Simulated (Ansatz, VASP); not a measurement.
**Eu3Si: VASP beside Ansatz**

```
Eu Si
1.0
     4.90721    0.00000    0.00000
     0.00000    4.90721    0.00000
     0.00000    0.00000    4.90721
Eu Si
3 1
Cartesian
  0.0000 2.4536 2.4536
  2.4536 2.4536 0.0000
  2.4536 0.0000 2.4536
  0.0000 0.0000 0.0000
```

Alike in both runs: task single point; functional PBE; k mesh 6 × 6 × 6; occupations gaussian, width 0.05 eV; collinear spin; Hubbard terms Eu f U = 6.0 eV.

```csv
,VASP,Ansatz
version,VASP 6.6.1,Ansatz 0.2.0
potentials or method,"VASP PAW PBE potentials, release 64 (Eu, Si), cutoff 520 eV","scalar-relativistic, plane waves, PAW"
valence electrons in the cell,55,55
```

VASP gave:

```
gap on the k mesh at the Fermi level (eV)                     : none
pressure (GPa)                                                : 1.6
net moment per atom (μB)                                      : 5.42
size of the moment on the site where the two differ most (μB) : 6.81
```

**Question.** Estimate Ansatz's values.

**Answer.** gap on the k mesh at the Fermi level (eV): none; pressure (GPa): 1.7; net moment per atom (μB): 5.44; size of the moment on the site where the two differ most (μB): 7.09.

Site moments also hang on the region over which each program counts them. The programs project onto different local orbitals, so the same U acts differently, and such runs can settle in different states. A gap of «none» marks a metal or a gap that the smearing closes. Ansatz's warnings: filled band counts differ across k points.

Neither program's run includes spin-orbit coupling. Noted on VASP's run: too few bands were computed for a metal, which touches its energy and stress.
